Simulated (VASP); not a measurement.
Here is a VASP 6.6.1 calculation.

File INCAR:

```
PREC = Accurate ; ENCUT = 520
EDIFF = 1E-7 ; ISMEAR = 0
SIGMA = 0.1 ; LREAL = F
LASPH = T ; NELM = 100
ALGO = Normal ; ISIF = 2
LWAVE = F ; LCHARG = T
GGA = PE ; LELF = T
LVHAR = T ; NBANDS = 33
```

File KPOINTS:

```
regular mesh
0
Gamma
  6 6 4
```

POSCAR

```
TaN
1.0
    3.1182143036      0.0000002921      0.0000000000
   -1.5591074048      2.7004526553      0.0000000000
    0.0000000000      0.0000000000      7.6801128954
Ta N
3 3
Direct
    0.0000000000      0.0000000000      0.0000000000
    0.3333333333      0.6666666667      0.3333333333
    0.6666666667      0.3333333333      0.6666666667
    0.6666666667      0.3333333333      0.1666666667
    0.0000000000      0.0000000000      0.5000000000
    0.3333333333      0.6666666667      0.8333333333
```

Potentials or basis: VASP PAW PBE potentials, release 64 (Ta_pv, N).

Command:

```sh
$ cat potpaw_PBE.64/Ta_pv/POTCAR potpaw_PBE.64/N/POTCAR > POTCAR
$ mpirun -np 1 vasp_std > vasp.out
```

Task: What does it give for the pressure?

Result: 0.6 GPa.

Task: Estimate the band gap on the k mesh.

Result: Zero (band 24 reaches 11.18 eV, above the bottom of band 25 at 8.19 eV).

Stress tensor (GPa, compression positive):
```
0.54 0.00 0.00
0.00 0.54 0.00
0.00 0.00 0.80
```

Caveat: the k points lie up to 0.39 Å⁻¹ apart; spin-orbit coupling is left out, which moves the levels of the heavy elements.
